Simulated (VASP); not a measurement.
# Co (Pm-3m) in VASP: further runs

Co is run at these levels: RPBE; tasks: single point, relaxation of cell and atoms.

All numbers are computed with VASP 6.6.1; they aren't measurements. Logs are shortened: lines on timing, memory, paths and dates and some standing lists are left out, and cuts for length are marked.

**1. The cell of the first run**

It takes space group Pm-3m (No. 221, cubic). Conventional cell: a = 2.457 Å, b = 2.457 Å, c = 2.457 Å, α = 90.00°, β = 90.00°, γ = 90.00°. Within 3.2 Å of Co (site symmetry m-3m) lie 6 Co at 2.46 Å.

**2. Single point, RPBE, collinear spin, ferromagnetic start (volume scaled by 1.12)**

INCAR reads:

```
  ALGO = Normal
  EDIFF = 1E-6
  ENCUT = 520
  GGA = RP
  ISIF = 2
  ISMEAR = -1
  ISPIN = 2
  LASPH = T
  LCHARG = F
  LMAXMIX = 4
  LORBIT = 11
  LREAL = F
  LWAVE = F
  MAGMOM = 1.944
  NBANDS = 14
  NELM = 150
  PREC = Accurate
  SIGMA = 0.05
```

KPOINTS reads:

```
k-points
0
Gamma
  15 15 15
```

POSCAR reads:

```
Co
1.0
    2.4565650124      0.0000000000      0.0000000000
    0.0000000000      2.4565650124      0.0000000000
    0.0000000000      0.0000000000      2.4565650124
Co
1
Direct
    0.0000000000      0.0000000000      0.0000000000
```

Potentials or basis: VASP PAW PBE potentials, release 64 (Co).

Command:

```bash
> cat potpaw_PBE.64/Co/POTCAR > POTCAR
> mpirun -np 1 vasp_std > vasp.out
```

OUTCAR:

```text
EDIFF = 1E-6
   ENCUT = 520
   GGA = RP
   ISIF = 2
   ISMEAR = -1
   ISPIN = 2
   LASPH = T
   LORBIT = 11
   LREAL = F
   NELM = 150
   PREC = Accurate

 ion  position               nearest neighbor table
   1  0.000  0.000  0.000-

  LATTYP: Found a simple cubic cell.
 ALAT       =     2.4565650124

  Lattice vectors:

 A1 = (   2.4565650124,   0.0000000000,   0.0000000000)
 A2 = (   0.0000000000,   2.4565650124,   0.0000000000)
 A3 = (   0.0000000000,   0.0000000000,   2.4565650124)

Analysis of symmetry for initial positions (statically):
=====================================================================
 Subroutine PRICEL returns:
 Original cell was already a primitive cell.

 Routine SETGRP: Setting up the symmetry group for a
 simple cubic supercell.

 Subroutine GETGRP returns: Found 48 space group operations
 (whereof 48 operations were pure point group operations)
 out of a pool of 48 trial point group operations.

The static configuration has the point symmetry O_h .

Analysis of symmetry for dynamics (positions and initial velocities):
=====================================================================
 Subroutine PRICEL returns:
 Original cell was already a primitive cell.

 Routine SETGRP: Setting up the symmetry group for a
 simple cubic supercell.

 Subroutine GETGRP returns: Found 48 space group operations
 (whereof 48 operations were pure point group operations)
 out of a pool of 48 trial point group operations.

The dynamic configuration has the point symmetry O_h .

Analysis of structural, dynamic, and magnetic symmetry:
=====================================================================
 Subroutine PRICEL returns:
 Original cell was already a primitive cell.

 Routine SETGRP: Setting up the symmetry group for a
 simple cubic supercell.

 Subroutine GETGRP returns: Found 48 space group operations
 (whereof 48 operations were pure point group operations)
 out of a pool of 48 trial point group operations.

The overall configuration has the point symmetry O_h .

 Subroutine INISYM returns: Found 48 space group operations
 (whereof 48 operations are pure point group operations),
 and found     1 'primitive' translations

----------------------------------------------------------------------------------------

                                     Primitive cell

  volume of cell :      14.8247

  direct lattice vectors                    reciprocal lattice vectors
     2.456565012  0.000000000  0.000000000     0.407072475  0.000000000  0.000000000
     0.000000000  2.456565012  0.000000000     0.000000000  0.407072475  0.000000000
     0.000000000  0.000000000  2.456565012     0.000000000  0.000000000  0.407072475

  length of vectors
     2.456565012  2.456565012  2.456565012     0.407072475  0.407072475  0.407072475

  position of ions in fractional coordinates (direct lattice)
     0.000000000  0.000000000  0.000000000

  ion indices of the primitive-cell ions
   primitive index   ion index
                 1           1

----------------------------------------------------------------------------------------

 KPOINTS: k-points

Automatic generation of k-mesh.
 Grid dimensions read from file:
 generate k-points for:   15   15   15

 Generating k-lattice:

  Cartesian coordinates                     Fractional coordinates (reciprocal lattice)
     0.027138165  0.000000000  0.000000000     0.066666667  0.000000000  0.000000000
     0.000000000  0.027138165  0.000000000     0.000000000  0.066666667  0.000000000
     0.000000000  0.000000000  0.027138165     0.000000000  0.000000000  0.066666667

  Length of vectors
     0.027138165  0.027138165  0.027138165

  Shift w.r.t. Gamma in fractional coordinates (k-lattice)
     0.000000000  0.000000000  0.000000000

 Subroutine IBZKPT returns following result:
 ===========================================

 Found    120 irreducible k-points:

 Following reciprocal coordinates:
            Coordinates               Weight
  0.000000  0.000000  0.000000      1.000000
  0.066667  0.000000  0.000000      6.000000
  0.133333  0.000000  0.000000      6.000000
  0.200000  0.000000  0.000000      6.000000
  0.266667  0.000000  0.000000      6.000000
  0.333333  0.000000  0.000000      6.000000
[... 16 lines left out ...]
  0.266667  0.200000  0.000000     24.000000
  0.333333  0.200000  0.000000     24.000000
 [... further k-points ...]
   k-points           NKPTS =    120   k-points in BZ     NKDIM =    120   number of bands    NBANDS=     14
   number of dos      NEDOS =    301   number of ions     NIONS =      1
   total plane-waves  NPLWV =   5832
   dimension x,y,z NGX =    18 NGY =   18 NGZ =   18
   dimension x,y,z NGXF=    36 NGYF=   36 NGZF=   36
   ions per type =               1
   NGX,Y,Z   is equivalent  to a cutoff of  12.18, 12.18, 12.18 a.u.
   NGXF,Y,Z  is equivalent  to a cutoff of  24.36, 24.36, 24.36 a.u.
 SYSTEM =  unknown system
[... 76 lines left out ...]
     10      27.4492      0.00000
     11      27.4492      0.00000
     12      31.1938      0.00000
     13      43.5705      0.00000
     14      44.0248      0.00000

 k-point     2 :       0.0667    0.0000    0.0000
  band No.  band energies     occupation
      1      -0.4662      1.00000
      2       2.9618      1.00000
      3       2.9991      1.00000
      4       5.3059      1.00000
      5       5.3059      1.00000
      6       5.3487      1.00000
      7      22.4155      0.00000
      8      24.1298      0.00000
      9      24.1298      0.00000
     10      27.4835      0.00000
     11      28.5499      0.00000
     12      31.8635      0.00000
     13      42.8187      0.00000
     14      43.5365      0.00000
[... 343 lines left out ...]
      1       1.9442      1.00000
      2       3.4030      1.00000
      3       3.9720      1.00000
      4       4.8410      1.00000
      5       4.8997      1.00000
      6       5.1036      1.00000
      7      15.7366      0.00000
      8      19.4689      0.00000
      9      27.6307      0.00000
     10      29.5591      0.00000
     11      30.1726      0.00000
     12      37.5728      0.00000
     13      38.8594      0.00000
     14      39.5899      0.00000

 k-point    24 :       0.3333    0.2000    0.0000
  band No.  band energies     occupation
      1       2.4951      1.00000
      2       3.4417      1.00000
      3       4.0745      1.00000
      4       4.7450      1.00000
      5       5.1223      1.00000
      6       5.3259      1.00000
      7      13.5662      0.00000
      8      20.3778      0.00000
      9      28.0936      0.00000
     10      28.8152      0.00000
     11      29.9811      0.00000
     12      36.9187      0.00000
     13      37.5446      0.00000
     14      39.3392      0.00000

 [... further k-points ...]

 spin component 2

 k-point     1 :       0.0000    0.0000    0.0000
  band No.  band energies     occupation
      1      -0.4915      1.00000
      2       4.3255      1.00000
      3       4.3255      1.00000
      4       7.8661      0.00000
      5       7.8661      0.00000
      6       7.8661      0.00000
      7      24.3162      0.00000
      8      24.3162      0.00000
      9      24.3162      0.00000
     10      27.6583      0.00000
     11      27.6583      0.00000
     12      31.1393      0.00000
     13      44.1448      0.00000
     14      44.1448      0.00000

 k-point     2 :       0.0667    0.0000    0.0000
  band No.  band energies     occupation
      1      -0.3733      1.00000
      2       4.3431      1.00000
      3       4.3767      1.00000
      4       7.8178      0.00000
      5       7.8178      0.00000
      6       7.8699      0.00000
      7      22.7437      0.00000
      8      24.4795      0.00000
      9      24.4795      0.00000
     10      27.6819      0.00000
     11      28.7302      0.00000
     12      31.8596      0.00000
     13      42.8955      0.00000
     14      43.8162      0.00000
[... 343 lines left out ...]
      1       2.1980      1.00000
      2       4.8193      1.00000
      3       5.3776      1.00000
      4       6.9540      0.15603
      5       7.3304      0.00010
      6       7.5781      0.00000
      7      16.1911      0.00000
      8      19.8733      0.00000
      9      28.0833      0.00000
     10      29.5198      0.00000
     11      30.4719      0.00000
     12      37.7064      0.00000
     13      38.8823      0.00000
     14      39.9543      0.00000

 k-point    24 :       0.3333    0.2000    0.0000
  band No.  band energies     occupation
      1       2.9588      1.00000
      2       4.8933      1.00000
      3       5.5508      1.00000
      4       7.0431      0.03017
      5       7.1494      0.00369
      6       7.6001      0.00000
      7      14.1210      0.00000
      8      20.7664      0.00000
      9      28.4031      0.00000
     10      29.2866      0.00000
     11      29.9108      0.00000
     12      37.0054      0.00000
     13      37.9204      0.00000
     14      39.4399      0.00000

 [... further k-points ...]
[... 5 lines left out ...]
  --------------------------------------------------------------------------------------
  -------------------------------------------------------------------------------------
  Total       -1.1068917     -1.1068917     -1.1068917     -0.0000000     -0.0000000     -0.0000000
  in kB     -119.6274734   -119.6274734   -119.6274734     -0.0000000     -0.0000000     -0.0000000
  external PRESSURE =    -119.6274734 kB  Pullay stress =       0.0000000 kB

 VOLUME and BASIS-vectors are now :
 -----------------------------------------------------------------------------
  energy-cutoff  :      520.00
  volume of cell :       14.82
      direct lattice vectors                 reciprocal lattice vectors
     2.456565012  0.000000000  0.000000000     0.407072475  0.000000000  0.000000000
     0.000000000  2.456565012  0.000000000     0.000000000  0.407072475  0.000000000
     0.000000000  0.000000000  2.456565012     0.000000000  0.000000000  0.407072475

 POSITION                                       TOTAL-FORCE (eV/Angst)
 -----------------------------------------------------------------------------------
      0.00000      0.00000      0.00000         0.000000      0.000000      0.000000
 -----------------------------------------------------------------------------------
    total drift:                               -0.000000      0.000000      0.000000

  FREE ENERGIE OF THE ION-ELECTRON SYSTEM (eV)
  ---------------------------------------------------
  free  energy   TOTEN  =        -5.7238702120 eV

  energy  without entropy=       -5.7093631529  energy(sigma->0) =       -5.71661668

 total charge

# of ion       s       p       d       tot
------------------------------------------
    1        0.448   0.327   7.183   7.959

 magnetization (x)

# of ion       s       p       d       tot
------------------------------------------
    1        0.007  -0.011   1.983   1.979
```

Run time: 25 s. Hardware: 1 thread of Intel Xeon Platinum 8559C (Emerald Rapids), shared host; peak memory 0.15 GiB.

Results:

```yaml
Free_energy: -5.7239 eV
Pressure: -12.0 GPa
Net_moment: 1.96 μB per cell
Site_moments: Co +1.98 μB
Valence_electrons_inside_the_program's_atomic_spheres: Co 7.96
```

Caveat: the cell differs from its parent crystal (volume scaled by 1.12); the PAW data sets were made with another functional, which shifts forces and pressure a little.

**3. Relaxation of cell and atoms, RPBE, collinear spin, ferromagnetic start**

This run uses another cell than the first one, of 11.96 Å³/atom, 0.807 times its volume.

INCAR reads:

```
PREC = Accurate
ENCUT = 600
EDIFF = 1E-6
ISMEAR = -1
SIGMA = 0.05
LREAL = F
LASPH = T
NELM = 150
ALGO = Normal
ISIF = 3
LWAVE = F
LCHARG = F
ISPIN = 2
MAGMOM = 1.7
LORBIT = 11
LMAXMIX = 4
GGA = RP
IBRION = 2
NSW = 80
EDIFFG = -0.01
```

KPOINTS reads:

```
Automatic mesh
0
Gamma
  14 14 14
```

POSCAR reads:

```
Co
1.0
    2.2868488050      0.0000000000      0.0000000000
    0.0000000000      2.2868488050      0.0000000000
    0.0000000000      0.0000000000      2.2868488050
Co
1
Direct
    0.0000000000      0.0000000000      0.0000000000
```

Potentials or basis: VASP PAW PBE potentials, release 64 (Co).

Command:

```bash
> cat potpaw_PBE.64/Co/POTCAR > POTCAR
> mpirun -np 1 vasp_std > vasp.out
```

Wall time 54 s (1 thread of Intel Xeon Platinum 8559C (Emerald Rapids), shared host); peak memory 0.15 GiB.

The run converged. Its results:

```yaml
Free_energy: -5.7918 eV
Relaxed_volume: 13.18 Å³/atom
Relaxed_cell: a = 2.362 Å, b = 2.362 Å, c = 2.362 Å, α = 90.00°, β = 90.00°, γ = 90.00°
Space_group_after_relaxing_to_0.05_Å: Pm-3m (No. 221)
Energy_gained_by_relaxing: 55.9 meV/atom
Ionic_steps: 5
Pressure_after_relaxing: 0.0 GPa
Net_moment: 1.89 μB per cell
Site_moments: Co +1.90 μB
Valence_electrons_inside_the_program's_atomic_spheres: Co 8.12
```

Step by step:
```tsv
step	energy change (eV)	largest force (eV/Å)	pressure (GPa)	volume (Å³)
1	0.0000	0.0000	15.34	11.96
2	-0.0344	0.0000	-7.39	14.05
3	-0.0559	0.0000	-0.17	13.20
4	-0.0559	0.0000	0.13	13.18
5	-0.0559	0.0000	0.04	13.18
```

Final structure:
```xyz
1
Lattice="2.3619 0.0000 0.0000 0.0000 2.3619 0.0000 0.0000 0.0000 2.3619" Properties=species:S:1:pos:R:3 pbc="T T T"
Co    2.3619    2.3619    2.3619
```

Levels at points of the mesh, in eV from the Fermi level:
Spin up:
```tsv
k point	band 1	band 2	band 3	band 4	band 5	band 6	band 7	band 8	band 9
(0.00, 0.00, 0.00)	-8.08	-4.27	-4.27	-1.29	-1.29	-1.29	18.50	18.50	18.50
(0.50, 0.00, 0.00)	-4.38	-3.84	-2.33	-2.33	-1.33	-1.20	3.22	23.07	25.48
(0.50, 0.50, 0.00)	-5.04	-3.44	-2.12	-2.12	-0.20	4.76	4.76	10.51	10.89
(0.50, 0.50, 0.50)	-4.17	-4.17	-4.17	-0.14	-0.14	11.24	11.24	11.24	12.89
```
Spin down:
| k point | band 1 | band 2 | band 3 | band 4 | band 5 | band 6 | band 7 |
| --- | --- | --- | --- | --- | --- | --- | --- |
| (0.00, 0.00, 0.00) | -7.98 | -2.92 | -2.92 | 1.15 | 1.15 | 1.15 | 18.84 |
| (0.50, 0.00, 0.00) | -3.55 | -2.42 | -1.36 | -0.06 | -0.06 | 1.26 | 4.41 |
| (0.50, 0.50, 0.00) | -3.50 | -2.09 | 0.20 | 0.20 | 1.57 | 4.89 | 4.89 |
| (0.50, 0.50, 0.50) | -2.33 | -2.33 | -2.33 | 1.63 | 1.63 | 11.59 | 11.59 |

Caveat: the PAW data sets were made with another functional, which shifts forces and pressure a little.

**4. Single point, RPBE, collinear spin, ferromagnetic start**

This run uses another cell than the first one, of 13.24 Å³/atom, 0.893 times its volume.

INCAR reads:

```
ALGO     = Normal         # electronic algorithm
EDIFF    = 1E-6           # SCF threshold, eV
ENCUT    = 520            # plane-wave cutoff, eV
GGA      = RP             # functional
ISIF     = 2              # what is computed and relaxed
ISMEAR   = -1             # smearing method
ISPIN    = 2              # spin polarisation
LASPH    = T              # aspherical terms in the spheres
LCHARG   = F              # write CHGCAR
LMAXMIX  = 4              # l up to which the mixer works
LORBIT   = 11             # projections on sites
LREAL    = F              # projectors in reciprocal space
LWAVE    = F              # write WAVECAR
MAGMOM   = 1.931          # initial moments
NBANDS   = 14             # bands
NELM     = 150            # most SCF steps
PREC     = Accurate       # precision mode
SIGMA    = 0.05           # smearing width, eV
```

KPOINTS reads:

```
k-points
0
Gamma
  22 22 22
```

POSCAR reads:

```
Co
1.0
    2.3654961991      0.0000000000      0.0000000000
    0.0000000000      2.3654961991      0.0000000000
    0.0000000000      0.0000000000      2.3654961991
Co
1
Direct
    0.0000000000      0.0000000000      0.0000000000
```

Command:

```bash
> cat potpaw_PBE.64/Co/POTCAR > POTCAR
> mpirun -np 1 vasp_std > vasp.out
```

Wall time 75 s (1 thread of Intel Xeon Platinum 8559C (Emerald Rapids), shared host); peak memory 0.2 GiB.

Results (log left out):

```
Free energy                                           : -5.7935 eV
Pressure                                              : -0.6 GPa
Net moment                                            : 1.90 μB per cell
Site moments                                          : Co +1.91 μB
Valence electrons inside the program's atomic spheres : Co 8.11
```

Levels at points of the mesh, in eV from the Fermi level:
Spin up:
| k point | band 3 | band 4 | band 5 | band 6 | band 7 | band 8 |
| --- | --- | --- | --- | --- | --- | --- |
| (0.00, 0.00, 0.00) | -4.26 | -1.31 | -1.31 | -1.31 | 18.44 | 18.44 |
| (0.50, 0.00, 0.00) | -2.34 | -2.34 | -1.32 | -1.22 | 3.19 | 23.03 |
| (0.50, 0.50, 0.00) | -2.13 | -2.13 | -0.22 | 4.74 | 4.74 | 10.48 |
| (0.50, 0.50, 0.50) | -4.16 | -0.17 | -0.17 | 11.19 | 11.19 | 11.19 |
Spin down:
```tsv
k point	band 1	band 2	band 3	band 4	band 5	band 6	band 7	band 8	band 9
(0.00, 0.00, 0.00)	-7.95	-2.91	-2.91	1.14	1.14	1.14	18.79	18.79	18.79
(0.50, 0.00, 0.00)	-3.53	-2.41	-1.35	-0.06	-0.06	1.25	4.38	22.79	25.29
(0.50, 0.50, 0.00)	-3.48	-2.08	0.19	0.19	1.56	4.88	4.88	11.13	11.72
(0.50, 0.50, 0.50)	-2.31	-2.31	-2.31	1.62	1.62	11.54	11.54	11.54	12.53
```

Caveat: the PAW data sets were made with another functional, which shifts forces and pressure a little.

**5. The runs side by side**

```tsv
task	cell	k mesh	cutoff (eV)	gap on the mesh (eV)	pressure (GPa)	moment (μB)
single point	a = 2.457 Å, 1 atom	15 × 15 × 15	520	none	-12.0	1.96
relaxation of cell and atoms	relaxed from a = 2.287 Å, 1 atom	14 × 14 × 14	600	none	0.0	1.89
single point	a = 2.365 Å, 1 atom	22 × 22 × 22	520	none	-0.6	1.90
```

Alike in all rows: level RPBE; potentials or basis VASP PAW PBE potentials, release 64 (Co); spin collinear, ferromagnetic start; smearing fermi-dirac 0.05 eV.

Caveats: the PAW data sets were made with another functional, which shifts forces and pressure a little.

Total energies depend on the potentials used, so only differences within one code and one set of settings carry meaning.
